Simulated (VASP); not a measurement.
MgB: relaxation of cell and atoms with PBE

Crystal: MgB.

```
Mg B
1.0
     2.61429    0.00000    0.00000
     0.00000    2.61429    0.00000
     0.00000    0.00000    3.63679
Mg B
1 1
Direct
  0.00000 0.00000 0.00000
  0.50000 0.50000 0.50000
```

```
Program                : VASP 6.6.1
Task                   : relaxation of cell and atoms
Functional             : PBE
Potentials or basis    : VASP PAW PBE potentials, release 64 (Mg, B)
Cutoff                 : 600 eV
k mesh                 : 22 × 22 × 16
Occupations            : gaussian, width 0.1 eV
Spin                   : no spin polarisation
Dipole correction      : no
Further INCAR settings : ALGO = Normal; EDIFF = 1e-07; IBRION = 2; EDIFFG = -0.01; NSW = 100; ISIF = 3
```

```json
{
  "Relaxed volume": "12.08 Å³/atom",
  "Relaxed cell": "a = 2.896 Å, b = 2.896 Å, c = 2.881 Å, α = 90.00°, β = 90.00°, γ = 90.00°",
  "Space group after relaxing (to 0.05 Å)": "Pm-3m (No. 221)",
  "Energy gained by relaxing": "94.9 meV/atom",
  "Ionic steps": "20",
  "Pressure after relaxing": "0.1 GPa"
}
```

The path:
```
step  energy change (eV)  largest force (eV/Å)  pressure (GPa)  volume (Å³)
   1              0.0000                0.0000           -4.10        24.86
   2             -0.0826                0.0000            0.40        23.70
   3             -0.0969                0.0000            3.37        23.06
   4             -0.0971                0.0000            3.80        22.97
   5             -0.1218                0.0000            1.02        23.71
   6             -0.1379                0.0000           -1.76        24.60
   7             -0.1279                0.0000           -6.22        26.38
   8             -0.1429                0.0000           -3.07        25.07
   9             -0.1580                0.0000           -3.09        25.11
  10             -0.1644                0.0000           -3.04        25.13
  11             -0.1758                0.0000           -2.99        25.13
  12             -0.1659                0.0000           -2.66        25.00
  13             -0.1803                0.0000           -3.00        25.11
  14             -0.1808                0.0000           -2.98        25.10
  15             -0.1807                0.0000           -2.99        25.11
  16             -0.1893                0.0000           -0.70        24.38
  17             -0.1897                0.0000           -0.02        24.18
  18             -0.1897                0.0000            0.04        24.16
  19             -0.1898                0.0000            0.04        24.16
  20             -0.1898                0.0000            0.05        24.16
```

Final structure:
```xyz
2
Lattice="2.8959 0.0000 0.0000 0.0000 2.8959 0.0000 0.0000 0.0000 2.8805" Properties=species:S:1:pos:R:3 pbc="T T T"
Mg    0.0000    0.0000    0.0000
B     1.4479    1.4479    1.4403
```

Levels at points of the mesh, in eV from the Fermi level:
| k point | band 1 | band 2 | band 3 | band 4 | band 5 | band 6 |
| --- | --- | --- | --- | --- | --- | --- |
| (0.00, 0.00, 0.00) | -10.82 | 2.45 | 2.45 | 2.57 | 6.96 | 7.04 |
| (0.50, 0.00, 0.00) | -7.72 | -5.79 | 3.60 | 3.71 | 10.64 | 10.88 |
| (0.50, 0.50, 0.00) | -4.89 | -3.35 | -3.35 | 1.66 | 5.01 | 12.95 |
| (0.00, 0.00, 0.50) | -7.67 | -5.77 | 3.63 | 3.63 | 10.57 | 10.88 |
| (0.50, 0.00, 0.50) | -4.84 | -3.33 | -3.32 | 1.71 | 4.94 | 12.87 |
| (0.50, 0.50, 0.50) | -1.77 | -1.36 | -1.33 | -1.33 | 3.99 | 3.99 |

It took 8.9 min on 1 thread of AMD EPYC 9R45 96-Core Processor (Zen 5), with other jobs on the host, peak memory 0.29 GiB.
